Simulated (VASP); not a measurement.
**HfN: vibrations by perturbation theory with LDA**

Crystal: HfN.

```xyz
2
Lattice="0.0000 2.2492 2.2492 2.2492 0.0000 2.2492 2.2492 2.2492 0.0000" Properties=species:S:1:pos:R:3 pbc="T T T"
Hf    0.0000    0.0000    0.0000
N     2.2492    2.2492    2.2492
```

```json
{
  "Program": "VASP 6.6.1",
  "Task": "vibrations by perturbation theory",
  "Functional": "LDA",
  "Potentials or basis": "VASP PAW LDA potentials, release 64 (Hf_pv, N)",
  "Cutoff": "520 eV",
  "k mesh": "16 × 16 × 16",
  "Occupations": "fermi-dirac, width 0.15 eV",
  "Spin": "no spin polarisation",
  "Dipole correction": "no",
  "Further INCAR settings": "ALGO = Normal; EDIFF = 1e-08; IBRION = 8; NSW = 1"
}
```

```
Highest phonon frequency at Γ : 498 cm⁻¹
```

Phonon frequencies in cm⁻¹ (negative: imaginary):
| q point | frequencies |
| --- | --- |
| (0.000, 0.000, 0.000) | 0 0 0 498 498 498 |

Run time: 2.7 min on 1 thread of Intel(R) Xeon(R) 6975P-C (Granite Rapids) (shared host), peak memory 0.35 GiB.

Caveat: the cell stands under pressure or tension, which shifts response properties.
